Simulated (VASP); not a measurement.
# CoSi2 (I4/mmm) in VASP: a series of runs

The runs below take CoSi2 through single point, with PBEsol.

All numbers are computed with VASP 6.6.1; they aren't measurements. Logs are shortened: lines on timing, memory, paths and dates and some standing lists are left out, and cuts for length are marked.

### Step 1. The cell of the first run

The structure is tetragonal, space group I4/mmm (No. 139). The conventional cell has a = 4.217 Å, b = 4.217 Å, c = 4.216 Å, α = 90.00°, β = 90.00°, γ = 90.00°. Within 3.1 Å of Co (site symmetry 4/mmm) lie 8 Si at 2.36 Å. Within 2.8 Å of Si (site symmetry -4m2) lie 2 Si at 2.11 Å and 4 Co at 2.36 Å.

### Step 2. Single point, PBEsol

INCAR

```
ALGO = Normal
EDIFF = 1E-6
ENCUT = 520
GGA = PS
ISIF = 2
ISMEAR = 0
LASPH = T
LCHARG = F
LREAL = F
LWAVE = F
NBANDS = 16
NELM = 60
PREC = Accurate
SIGMA = 0.15
```

KPOINTS

```
k-points
0
Gamma
  18 18 18
```

POSCAR

```
CoSi2
1.0
    0.0000000000      2.9816943717      2.1080579208
    2.9816943717      0.0000000000      2.1080579208
    2.9816943717      2.9816943717      0.0000000000
Co Si
1 2
Direct
    0.0000000000      0.0000000000      0.0000000000
    0.2500000000      0.2500000000      0.2500000000
    0.7500000000      0.7500000000      0.7500000000
```

Potentials or basis: VASP PAW PBE potentials, release 64 (Co, Si).

On the command line:

```console
> cat potpaw_PBE.64/Co/POTCAR potpaw_PBE.64/Si/POTCAR > POTCAR
> mpirun -np 1 vasp_std > vasp.out
```

OUTCAR:

```text
EDIFF = 1E-6
   ENCUT = 520
   GGA = PS
   ISIF = 2
   ISMEAR = 0
   LASPH = T
   LREAL = F
   NELM = 60
   PREC = Accurate

 ion  position               nearest neighbor table
   1  0.000  0.000  0.000-   3 2.36   3 2.36   2 2.36   3 2.36   2 2.36   2 2.36   3 2.36   2 2.36

   2  0.250  0.250  0.250-   3 2.11   3 2.11   1 2.36   1 2.36   1 2.36   1 2.36   3 2.98   3 2.98
                             3 2.98   3 2.98
   3  0.750  0.750  0.750-   2 2.11   2 2.11   1 2.36   1 2.36   1 2.36   1 2.36   2 2.98   2 2.98
                             2 2.98   2 2.98

  LATTYP: Found a body centered tetragonal cell.
 ALAT       =     4.2167526193
 C/A-ratio  =     0.9998489886

  Lattice vectors:

 A1 = (   0.0000000000,  -2.9816943717,  -2.1080579208)
 A2 = (   0.0000000000,   2.9816943717,  -2.1080579208)
 A3 = (   2.9816943717,   0.0000000000,   2.1080579208)

Analysis of symmetry for initial positions (statically):
=====================================================================
 Subroutine PRICEL returns:
 Original cell was already a primitive cell.

 Routine SETGRP: Setting up the symmetry group for a
 body centered tetragonal supercell.

 Subroutine GETGRP returns: Found 16 space group operations
 (whereof 16 operations were pure point group operations)
 out of a pool of 16 trial point group operations.

The static configuration has the point symmetry D_4h.

Analysis of symmetry for dynamics (positions and initial velocities):
=====================================================================
 Subroutine PRICEL returns:
 Original cell was already a primitive cell.

 Routine SETGRP: Setting up the symmetry group for a
 body centered tetragonal supercell.

 Subroutine GETGRP returns: Found 16 space group operations
 (whereof 16 operations were pure point group operations)
 out of a pool of 16 trial point group operations.

The dynamic configuration has the point symmetry D_4h.

 Subroutine INISYM returns: Found 16 space group operations
 (whereof 16 operations are pure point group operations),
 and found     1 'primitive' translations

----------------------------------------------------------------------------------------

                                     Primitive cell

  volume of cell :      37.4834

  direct lattice vectors                    reciprocal lattice vectors
     0.000000000  2.981694372  2.108057921    -0.167689890  0.167689890  0.237185134
     2.981694372  0.000000000  2.108057921     0.167689890 -0.167689890  0.237185134
     2.981694372  2.981694372  0.000000000     0.167689890  0.167689890 -0.237185134

  length of vectors
     3.651631077  3.651631077  4.216752619     0.335405107  0.335405107  0.335405107

  position of ions in fractional coordinates (direct lattice)
     0.000000000  0.000000000  0.000000000
     0.250000000  0.250000000  0.250000000
     0.750000000  0.750000000  0.750000000

  ion indices of the primitive-cell ions
   primitive index   ion index
                 1           1
                 2           2
                 3           3

----------------------------------------------------------------------------------------

 KPOINTS: k-points

Automatic generation of k-mesh.
 Grid dimensions read from file:
 generate k-points for:   18   18   18

 Generating k-lattice:

  Cartesian coordinates                     Fractional coordinates (reciprocal lattice)
    -0.009316105  0.009316105  0.013176952     0.055555556  0.000000000  0.000000000
     0.009316105 -0.009316105  0.013176952     0.000000000  0.055555556  0.000000000
     0.009316105  0.009316105 -0.013176952    -0.000000000 -0.000000000  0.055555556

  Length of vectors
     0.018633617  0.018633617  0.018633617

  Shift w.r.t. Gamma in fractional coordinates (k-lattice)
     0.000000000  0.000000000  0.000000000

 Subroutine IBZKPT returns following result:
 ===========================================

 Found    480 irreducible k-points:

 Following reciprocal coordinates:
            Coordinates               Weight
  0.000000  0.000000  0.000000      1.000000
  0.055556  0.000000  0.000000      8.000000
  0.111111  0.000000  0.000000      8.000000
  0.166667 -0.000000  0.000000      8.000000
  0.222222 -0.000000  0.000000      8.000000
  0.277778 -0.000000  0.000000      8.000000
[... 16 lines left out ...]
 -0.277778  0.055556  0.000000      8.000000
 -0.222222  0.055556  0.000000      8.000000
 [... further k-points ...]
   k-points           NKPTS =    480   k-points in BZ     NKDIM =    480   number of bands    NBANDS=     16
   number of dos      NEDOS =    301   number of ions     NIONS =      3
   total plane-waves  NPLWV =  25088
   dimension x,y,z NGX =    28 NGY =   28 NGZ =   32
   dimension x,y,z NGXF=    56 NGYF=   56 NGZF=   64
   ions per type =               1   2
   NGX,Y,Z   is equivalent  to a cutoff of  12.75, 12.75, 12.62 a.u.
   NGXF,Y,Z  is equivalent  to a cutoff of  25.49, 25.49, 25.23 a.u.
 SYSTEM =  unknown system
   PREC   = accura    normal or accurate (medium, high low for compatibility)
   ISTART =      0    job   : 0-new  1-cont  2-samecut
   ICHARG =      2    charge: 1-file 2-atom 10-const
   ISPIN  =      1    spin polarized calculation?
   LNONCOLLINEAR =      F non collinear calculations
   LSORBIT =      F    spin-orbit coupling
   LASPH  =      T    aspherical Exc in radial PAW
   ENCUT  =  520.0 eV  38.22 Ry    6.18 a.u.   6.79  6.79  7.84*2*pi/ulx,y,z
   NELM   =     60;   NELMIN=  2; NELMDL= -5     # of ELM steps
   EDIFF  = 0.1E-05   stopping-criterion for ELM
   LREAL  =      F    real-space projection
   EDIFFG = 0.1E-04   stopping-criterion for IOM
   NSW    =      0    number of steps for IOM
[... 5 lines left out ...]
   TEBEG  =    0.0;   TEEND  =   0.0 temperature during run
   PSTRESS=    0.0 pullay stress
   NELECT =      17.0000    total number of electrons
   NUPDOWN=      -1.0000    fix difference up-down
   EMIN   =  10.00;   EMAX   =-10.00  energy-range for DOS
   EFERMI =   0.00;   METHOD = LEGACY
   ISMEAR =     0;   SIGMA  =   0.15  broadening in eV -4-tet -1-fermi 0-gaus
   EFERMI_NEDOS =   21; number of points for ismear=-14 and -15
   IALGO  =     38    algorithm
   IMIX   =      4    mixing-type and parameters
     AMIX     =   0.40;   BMIX     =  1.00
     AMIX_MAG =   1.60;   BMIX_MAG =  1.00
  volume/ion in A,a.u.               =      12.49        84.32
  Fermi-wavevector in a.u.,A,eV,Ry     =   1.257800  2.376897 21.525240  1.582060
  Thomas-Fermi vector in A             =   2.391441
   LORBIT       =      0    0 simple, 1 ext, 2 COOP (PROOUT), +10 PAW based schemes
   GGA     = PS    functional components
   LHFCALC =     F    Hartree Fock is set to
   AEXX    =    0.0000 exact exchange contribution
   IVDW    =     0    specifies the selected vdW correction
   LEPSILON=     F    determine dielectric tensor
   LRPA    =     F    only Hartree local field effects (RPA)
 non-spin polarized calculation
 Gauss-broadening in eV      SIGMA  =   0.15
  energy-cutoff  :      520.00
  volume of cell :       37.48
 maximum number of plane-waves:      1048
   NGX = 13   NGY = 13   NGZ = 15

 number of electron      16.9999999 magnetization

 Free energy of the ion-electron system (eV)
  ---------------------------------------------------
  ext. energy  EPLUGINS =         0.00000000
  ---------------------------------------------------
  free energy    TOTEN  =       -19.10664953 eV

  energy without entropy =      -19.09300028  energy(sigma->0) =      -19.09982490

 E-fermi :  10.1275     XC(G=0): -11.9649

 val. band max:       10.1223042079   @ k =   0.4444   0.3333   0.0556
 cond. band min:      10.1279026523   @ k =   0.4444   0.0556   0.1667
 fundamental gap:      0.0055984443
 Fermi energy:        10.1275007111

 k-point     1 :       0.0000    0.0000    0.0000
  band No.  band energies     occupation
      1      -3.4220      2.00000
      2       5.2955      2.00000
      3       7.1364      2.00000
      4       7.1364      2.00000
      5       7.6342      2.00000
      6       8.8193      2.00000
[... 8 lines left out ...]
     15      15.7353      0.00000
     16      16.3174      0.00000

 k-point     2 :       0.0556    0.0000    0.0000
  band No.  band energies     occupation
      1      -3.3732      2.00000
      2       5.2312      2.00000
      3       7.0938      2.00000
      4       7.1266      2.00000
      5       7.6173      2.00000
      6       8.8061      2.00000
[... 8 lines left out ...]
     15      15.8944      0.00000
     16      16.6429      0.00000

 k-point     3 :       0.1111    0.0000    0.0000
  band No.  band energies     occupation
      1      -3.2272      2.00000
      2       5.0206      2.00000
      3       6.9999      2.00000
      4       7.0839      2.00000
      5       7.5896      2.00000
      6       8.7735      2.00000
[... 8 lines left out ...]
     15      16.4194      0.00000
     16      17.2136      0.00000

 k-point     4 :       0.1667   -0.0000    0.0000
  band No.  band energies     occupation
      1      -2.9854      2.00000
      2       4.6358      2.00000
      3       6.9175      2.00000
      4       6.9847      2.00000
      5       7.5985      2.00000
      6       8.7351      2.00000
[... 8 lines left out ...]
     15      17.2811      0.00000
     16      17.8691      0.00000

 k-point     5 :       0.2222   -0.0000    0.0000
  band No.  band energies     occupation
      1      -2.6504      2.00000
      2       4.0829      2.00000
      3       6.8371      2.00000
      4       6.8679      2.00000
      5       7.6654      2.00000
      6       8.7030      2.00000
[... 8 lines left out ...]
     15      18.2758      0.00000
     16      18.5894      0.00000

 k-point     6 :       0.2778   -0.0000    0.0000
  band No.  band energies     occupation
      1      -2.2256      2.00000
      2       3.4033      2.00000
      3       6.6737      2.00000
      4       6.8162      2.00000
      5       7.7842      2.00000
      6       8.4604      2.00000
[... 8 lines left out ...]
     15      19.3650      0.00000
     16      19.4745      0.00000

 k-point     7 :       0.3333    0.0000    0.0000
  band No.  band energies     occupation
      1      -1.7166      2.00000
      2       2.6473      2.00000
      3       6.5233      2.00000
      4       6.7207      2.00000
      5       7.9469      2.00000
      6       8.2978      2.00000
[... 8 lines left out ...]
     15      20.4129      0.00000
     16      20.6278      0.00000

 k-point     8 :       0.3889   -0.0000    0.0000
  band No.  band energies     occupation
      1      -1.1316      2.00000
      2       1.8598      2.00000
      3       6.4049      2.00000
      4       6.5952      2.00000
      5       8.1485      2.00000
      6       8.3081      2.00000
[... 8 lines left out ...]
     15      21.4003      0.00000
     16      21.4911      0.00000

 k-point     9 :       0.4444   -0.0000    0.0000
  band No.  band energies     occupation
      1      -0.4886      2.00000
      2       1.0851      2.00000
      3       6.3298      2.00000
      4       6.4941      2.00000
      5       8.3799      2.00000
      6       8.3802      2.00000
[... 8 lines left out ...]
     15      20.8412      0.00000
     16      22.5686      0.00000
[... 172 lines left out ...]
 k-point    19 :       0.5000    0.0556    0.0000
  band No.  band energies     occupation
      1       0.0551      2.00000
      2       0.5663      2.00000
      3       6.2522      2.00000
      4       6.3426      2.00000
      5       8.3838      2.00000
      6       8.5581      2.00000
[... 8 lines left out ...]
     15      21.3590      0.00000
     16      22.8443      0.00000

 k-point    20 :      -0.4444    0.0556    0.0000
  band No.  band energies     occupation
      1      -0.5023      2.00000
      2       1.2158      2.00000
      3       6.2875      2.00000
      4       6.3816      2.00000
      5       8.2944      2.00000
      6       8.3427      2.00000
[... 8 lines left out ...]
     15      20.8897      0.00000
     16      22.3376      0.00000

 k-point    21 :      -0.3889    0.0556    0.0000
  band No.  band energies     occupation
      1      -1.1307      2.00000
      2       2.0227      2.00000
      3       6.3737      2.00000
      4       6.4963      2.00000
      5       8.1017      2.00000
      6       8.1497      2.00000
[... 8 lines left out ...]
     15      20.7234      0.00000
     16      21.1208      0.00000

 k-point    22 :      -0.3333    0.0556    0.0000
  band No.  band energies     occupation
      1      -1.7029      2.00000
      2       2.8452      2.00000
      3       6.5066      2.00000
      4       6.6579      2.00000
      5       7.8888      2.00000
      6       8.0240      2.00000
[... 8 lines left out ...]
     15      19.8573      0.00000
     16      20.2754      0.00000

 k-point    23 :      -0.2778    0.0556    0.0000
  band No.  band energies     occupation
      1      -2.2020      2.00000
      2       3.6369      2.00000
      3       6.6777      2.00000
      4       6.7921      2.00000
      5       7.7089      2.00000
      6       8.0534      2.00000
[... 8 lines left out ...]
     15      18.7253      0.00000
     16      19.5325      0.00000

 k-point    24 :      -0.2222    0.0556    0.0000
  band No.  band energies     occupation
      1      -2.6191      2.00000
      2       4.3410      2.00000
      3       6.8365      2.00000
      4       6.8721      2.00000
      5       7.5635      2.00000
      6       8.3402      2.00000
[... 8 lines left out ...]
     15      18.2917      0.00000
     16      18.9940      0.00000

 [... further k-points ...]

------------------------ aborting loop because EDIFF is reached ----------------------------------------

  FORCE on cell =-STRESS in cart. coord.  units (eV):
  Direction    XX          YY          ZZ          XY          YZ          ZX
  --------------------------------------------------------------------------------------
  -------------------------------------------------------------------------------------
  Total       -3.2870128     -3.2870128     17.8162244      0.0000000      0.0000000     -0.0000000
  in kB     -140.4989870   -140.4989870    761.5307934      0.0000000      0.0000000     -0.0000000
  external PRESSURE =     160.1776065 kB  Pullay stress =       0.0000000 kB

 VOLUME and BASIS-vectors are now :
 -----------------------------------------------------------------------------
  energy-cutoff  :      520.00
  volume of cell :       37.48
      direct lattice vectors                 reciprocal lattice vectors
     0.000000000  2.981694372  2.108057921    -0.167689890  0.167689890  0.237185134
     2.981694372  0.000000000  2.108057921     0.167689890 -0.167689890  0.237185134
     2.981694372  2.981694372  0.000000000     0.167689890  0.167689890 -0.237185134

 POSITION                                       TOTAL-FORCE (eV/Angst)
 -----------------------------------------------------------------------------------
      0.00000      0.00000      0.00000         0.000000     -0.000000      0.000000
      1.49085      1.49085      1.05403         0.000000      0.000000     -0.000000
      4.47254      4.47254      3.16209        -0.000000     -0.000000      0.000000
 -----------------------------------------------------------------------------------
    total drift:                               -0.000000      0.000000      0.000000

  FREE ENERGIE OF THE ION-ELECTRON SYSTEM (eV)
  ---------------------------------------------------
  free  energy   TOTEN  =       -19.1066495307 eV

  energy  without entropy=      -19.0930002765  energy(sigma->0) =      -19.09982490
```

Run time: 3.8 min. Hardware: 1 thread of Intel Xeon Platinum 8488C (Sapphire Rapids), shared host; peak memory 0.39 GiB.

What came out:

- Free energy: -19.1066 eV
- Pressure: 16.0 GPa
- Band gap on the k mesh: zero (an odd number of electrons rules out a gap without spin polarisation)

Stress tensor (GPa, compression positive):
```
-14.05   0.00   0.00
  0.00 -14.05   0.00
  0.00   0.00  76.15
```

Caveat: the stress differs along the axes, from -14 to 76 GPa; the PAW data sets were made with another functional, which shifts forces and pressure a little; an odd number of electrons without spin polarisation forces a metal; a magnetic or distorted state may lie lower. Spin polarisation is off, so any magnetic state and its effect on volume and gap are missing.

[end of part 1 of 2]
